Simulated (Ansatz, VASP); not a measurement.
Two plane-wave programs on C

INCAR

```
PREC = Accurate ; ENCUT = 1300
EDIFF = 1E-6 ; ISMEAR = 0
SIGMA = 0.01 ; LREAL = False
LASPH = True ; NELM = 120
ALGO = Normal ; ISIF = 2
LWAVE = False ; LCHARG = False
GGA = CA ; NBANDS = 11
GGA_COMPAT = False
```

Contents of KPOINTS:

```
Automatic mesh
0
Gamma
  8 8 8
```

File POSCAR:

```
C
1.0
    0.0000000000      1.7833700000      1.7833700000
    1.7833700000      0.0000000000      1.7833700000
    1.7833700000      1.7833700000      0.0000000000
C
2
Direct
    0.0000000000      0.0000000000      0.0000000000
    0.2500000000      0.2500000000      0.2500000000
```

Input for Ansatz:

```yaml
crystal:
  lattice:
    - [0.0, 1.78337, 1.78337]
    - [1.78337, 0.0, 1.78337]
    - [1.78337, 1.78337, 0.0]
  atoms:
    - { symbol: C, position: [0.0, 0.0, 0.0] }
    - { symbol: C, position: [0.25, 0.25, 0.25] }
kpoints:
  mp_grid:
    grid: [8, 8, 8]
hamiltonian:
  xc: lda
scf:
  occupations:
    method: fixed
output:
  stress: true
  eigenvalues: true
```

Alike in both runs: task single point; functional LDA; k mesh 8 × 8 × 8; no spin polarisation.

|  | VASP | Ansatz |
| --- | --- | --- |
| version | VASP 6.6.1 | Ansatz 0.2.0 |
| potentials or method | VASP PAW LDA potentials, release 64 (C_h) | plane waves, PAW |
| plane-wave cutoff (eV) | 1300 | 420 |
| occupations | gaussian, width 0.01 eV | fixed |
| valence electrons in the cell | 8 | 8 |

|  | VASP | Ansatz | Ansatz less VASP |
| --- | --- | --- | --- |
| gap on the k mesh at the Fermi level (eV) | 4.10 | 4.10 | +0.003 |
| pressure (GPa) | -12.3 | -13.1 | -0.83 |

LDA's correlation is that of Perdew and Zunger in VASP and of Perdew and Wang (1992) in Ansatz.
